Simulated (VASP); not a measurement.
# InSb (P4mm) in VASP: single point with PBE

Aim: the single point of InSb with PBE.

All numbers are computed with VASP 6.6.1; they aren't measurements. Logs are shortened: lines on timing, memory, paths and dates and some standing lists are left out, and cuts for length are marked.

## Step 1: The cell of the first run

Symmetry: P4mm, No. 99, tetragonal system. Conventional cell: a = 3.808 Å, b = 3.808 Å, c = 3.808 Å, α = 90.00°, β = 90.00°, γ = 90.00°. In (site symmetry 4mm) has 8 Sb at 3.10 to 3.53 Å and 6 In at 3.81 Å within 4.1 Å. Sb (site symmetry 4mm) has 8 In at 3.10 to 3.53 Å and 6 Sb at 3.81 Å within 4.1 Å.

## Step 2: Single point, PBE (one atom moved)

The input, INCAR:

```
SYSTEM = InSb
PREC = Accurate
ENCUT = 520
EDIFF = 1E-6
ISMEAR = 0
SIGMA = 0.1
LREAL = .False.
LASPH = .True.
NELM = 80
ALGO = Normal
ISIF = 2
LWAVE = .False.
LCHARG = .False.
GGA = PE
NBANDS = 16
```

The input, KPOINTS:

```
regular mesh
0
Gamma
  10 10 10
  0 0 0
```

The input, POSCAR:

```
InSb
1.0
    3.8076520000      0.0000000000      0.0000000000
    0.0000000000      3.8076520000      0.0000000000
    0.0000000000      0.0000000000      3.8076520000
In Sb
1 1
Direct
    0.0000000000      0.0000000000      0.0000000000
    0.5000000000      0.5000000000      0.5984858910
```

Potentials or basis: VASP PAW PBE potentials, release 64 (In_d, Sb).

On the command line:

```
$ cat potpaw_PBE.64/In_d/POTCAR potpaw_PBE.64/Sb/POTCAR > POTCAR
$ mpirun -np 1 vasp_std > vasp.out
```

OUTCAR:

```text
SYSTEM = InSb
   PREC = Accurate
   ENCUT = 520
   EDIFF = 1E-6
   ISMEAR = 0
   LREAL = .False.
   LASPH = .True.
   NELM = 80
   ISIF = 2
   GGA = PE

 ion  position               nearest neighbor table
   1  0.000  0.000  0.000-   2 3.10   2 3.10   2 3.10   2 3.10   2 3.53   2 3.53   2 3.53   2 3.53

   2  0.500  0.500  0.598-   1 3.10   1 3.10   1 3.10   1 3.10   1 3.53   1 3.53   1 3.53   1 3.53

  LATTYP: Found a simple cubic cell.
 ALAT       =     3.8076520000

  Lattice vectors:

 A1 = (   3.8076520000,   0.0000000000,   0.0000000000)
 A2 = (   0.0000000000,   3.8076520000,   0.0000000000)
 A3 = (   0.0000000000,   0.0000000000,   3.8076520000)

Analysis of symmetry for initial positions (statically):
=====================================================================
 Subroutine PRICEL returns:
 Original cell was already a primitive cell.

 Routine SETGRP: Setting up the symmetry group for a
 simple cubic supercell.

 Subroutine GETGRP returns: Found  8 space group operations
 (whereof  8 operations were pure point group operations)
 out of a pool of 48 trial point group operations.

The static configuration has the point symmetry C_4v.

Analysis of symmetry for dynamics (positions and initial velocities):
=====================================================================
 Subroutine PRICEL returns:
 Original cell was already a primitive cell.

 Routine SETGRP: Setting up the symmetry group for a
 simple cubic supercell.

 Subroutine GETGRP returns: Found  8 space group operations
 (whereof  8 operations were pure point group operations)
 out of a pool of 48 trial point group operations.

The dynamic configuration has the point symmetry C_4v.

 Subroutine INISYM returns: Found  8 space group operations
 (whereof  8 operations are pure point group operations),
 and found     1 'primitive' translations

----------------------------------------------------------------------------------------

                                     Primitive cell

  volume of cell :      55.2042

  direct lattice vectors                    reciprocal lattice vectors
     3.807652000  0.000000000  0.000000000     0.262629043  0.000000000  0.000000000
     0.000000000  3.807652000  0.000000000     0.000000000  0.262629043  0.000000000
     0.000000000  0.000000000  3.807652000     0.000000000  0.000000000  0.262629043

  length of vectors
     3.807652000  3.807652000  3.807652000     0.262629043  0.262629043  0.262629043

  position of ions in fractional coordinates (direct lattice)
     0.000000000  0.000000000  0.000000000
     0.500000000  0.500000000  0.598485891

[... 77 lines left out ...]
   LREAL  =      F    real-space projection
   EDIFFG = 0.1E-04   stopping-criterion for IOM
   NSW    =      0    number of steps for IOM
   IBRION =     -1    ionic relax: 0-MD 1-quasi-New 2-CG
   NFREE  =      0    steps in history (QN), initial steepest desc. (CG)
   ISIF   =      2    stress and relaxation
   ISYM   =      2    0-nonsym 1-usesym 2-fastsym
   POTIM  = 0.5000    time-step for ionic-motion
   TEBEG  =    0.0;   TEEND  =   0.0 temperature during run
   PSTRESS=    0.0 pullay stress
   NELECT =      18.0000    total number of electrons
   NUPDOWN=      -1.0000    fix difference up-down
   EMIN   =  10.00;   EMAX   =-10.00  energy-range for DOS
   EFERMI =   0.00;   METHOD = LEGACY
   ISMEAR =     0;   SIGMA  =   0.10  broadening in eV -4-tet -1-fermi 0-gaus
   EFERMI_NEDOS =   21; number of points for ismear=-14 and -15
   IALGO  =     38    algorithm
   IMIX   =      4    mixing-type and parameters
     AMIX     =   0.40;   BMIX     =  1.00
     AMIX_MAG =   1.60;   BMIX_MAG =  1.00
  volume/ion in A,a.u.               =      27.60       186.27
  Fermi-wavevector in a.u.,A,eV,Ry     =   1.126787  2.129318 17.274616  1.269648
  Thomas-Fermi vector in A             =   2.263470
   LORBIT       =      0    0 simple, 1 ext, 2 COOP (PROOUT), +10 PAW based schemes
   GGA     = PE    functional components
   LHFCALC =     F    Hartree Fock is set to
   AEXX    =    0.0000 exact exchange contribution
   IVDW    =     0    specifies the selected vdW correction
   LEPSILON=     F    determine dielectric tensor
   LRPA    =     F    only Hartree local field effects (RPA)
 non-spin polarized calculation
 Gauss-broadening in eV      SIGMA  =   0.10
  energy-cutoff  :      520.00
  volume of cell :       55.20
 maximum number of plane-waves:      1504
   NGX = 15   NGY = 15   NGZ = 15

 number of electron      17.9999989 magnetization

 Free energy of the ion-electron system (eV)
  ---------------------------------------------------
  ext. energy  EPLUGINS =         0.00000000
  ---------------------------------------------------
  free energy    TOTEN  =        -6.41858071 eV

  energy without entropy =       -6.41335968  energy(sigma->0) =       -6.41597019

 E-fermi :   7.4297     XC(G=0): -10.0347

 val. band max:        7.4232925773   @ k =   0.1000   0.5000   0.2000
 cond. band min:       7.4406306535   @ k =   0.2000   0.1000   0.4000
 fundamental gap:      0.0173380761
 Fermi energy:         7.4296837078

 k-point     1 :       0.0000    0.0000    0.0000
  band No.  band energies     occupation
      1      -7.1157      2.00000
      2      -7.1066      2.00000
      3      -7.0089      2.00000
      4      -7.0083      2.00000
      5      -7.0083      2.00000
      6      -3.9528      2.00000
[... 433 lines left out ...]
      3      -7.0557      2.00000
      4      -7.0070      2.00000
      5      -7.0043      2.00000
      6      -2.2576      2.00000
[... 8 lines left out ...]
     15      15.1549      0.00000
     16      19.0774      0.00000

 [... further k-points ...]

------------------------ aborting loop because EDIFF is reached ----------------------------------------

  FORCE on cell =-STRESS in cart. coord.  units (eV):
  Direction    XX          YY          ZZ          XY          YZ          ZX
  --------------------------------------------------------------------------------------
  -------------------------------------------------------------------------------------
  Total        0.6733004      0.6733004     -0.1307323      0.0000000      0.0000000      0.0000000
  in kB       19.5410404     19.5410404     -3.7942121      0.0000000      0.0000000      0.0000000
  external PRESSURE =      11.7626229 kB  Pullay stress =       0.0000000 kB

 VOLUME and BASIS-vectors are now :
 -----------------------------------------------------------------------------
  energy-cutoff  :      520.00
  volume of cell :       55.20
      direct lattice vectors                 reciprocal lattice vectors
     3.807652000  0.000000000  0.000000000     0.262629043  0.000000000  0.000000000
     0.000000000  3.807652000  0.000000000     0.000000000  0.262629043  0.000000000
     0.000000000  0.000000000  3.807652000     0.000000000  0.000000000  0.262629043

 POSITION                                       TOTAL-FORCE (eV/Angst)
 -----------------------------------------------------------------------------------
      0.00000      0.00000      0.00000        -0.000000      0.000000      0.426430
      1.90383      1.90383      2.27883         0.000000     -0.000000     -0.426430
 -----------------------------------------------------------------------------------
    total drift:                               -0.000000     -0.000000     -0.001330

  FREE ENERGIE OF THE ION-ELECTRON SYSTEM (eV)
  ---------------------------------------------------
  free  energy   TOTEN  =        -6.4185807072 eV

  energy  without entropy=       -6.4133596774  energy(sigma->0) =       -6.41597019
```

OSZICAR:

```text
N       E                     dE             d eps       ncg     rms          rms(c)
DAV:   1     0.109618047032E+03    0.10962E+03   -0.80054E+03  4048   0.119E+03
DAV:   2     0.243589235597E-01   -0.10959E+03   -0.10598E+03  4568   0.292E+02
DAV:   3    -0.629289122514E+01   -0.63173E+01   -0.62603E+01  5120   0.686E+01
DAV:   4    -0.645217617418E+01   -0.15928E+00   -0.15924E+00  5312   0.116E+01
DAV:   5    -0.645888869551E+01   -0.67125E-02   -0.67124E-02  5912   0.198E+00    0.285E+00
DAV:   6    -0.642442634058E+01    0.34462E-01   -0.55439E-02  5344   0.397E+00    0.161E+00
DAV:   7    -0.641900903348E+01    0.54173E-02   -0.18574E-02  5616   0.171E+00    0.321E-01
DAV:   8    -0.641856825124E+01    0.44078E-03   -0.19138E-03  5160   0.563E-01    0.106E-01
DAV:   9    -0.641858466910E+01   -0.16418E-04   -0.18616E-04  5512   0.113E-01    0.471E-02
DAV:  10    -0.641858107564E+01    0.35935E-05   -0.76326E-06  5080   0.214E-02    0.173E-02
DAV:  11    -0.641858070722E+01    0.36842E-06   -0.15561E-06  4176   0.168E-02
   1 F= -.64185807E+01 E0= -.64159702E+01  d E =-.522103E-02
```

stdout:

```text
POSCAR found type information on POSCAR InSb
 POSCAR found :  2 types and       2 ions
 scaLAPACK will be used
 LDA part: xc-table for (Slater+PW92), standard interpolation
 POSCAR, INCAR and KPOINTS ok, starting setup
 FFT: planning ... GRIDC
 FFT: planning ... GRID_SOFT
 FFT: planning ... GRID
 WAVECAR not read
 entering main loop
```

Run time: 64 s. Hardware: 1 thread of AMD EPYC 7R43 (Zen 3), shared host; peak memory 0.21 GiB.

Results:

| Property | Result |
| --- | --- |
| Free energy | -6.4186 eV |
| Pressure | 1.2 GPa |
| Largest force | 0.426 eV/Å |
| Band gap on the k mesh | zero (bands 9 and 10 overlap by 3.25 eV) |

Forces on the atoms (eV/Å):
```
In   0.000  0.000  0.426
Sb   0.000  0.000 -0.426
```

Caveat: the cell differs from its parent crystal (one atom moved); spin-orbit coupling is left out, which moves the levels of the heavy elements.
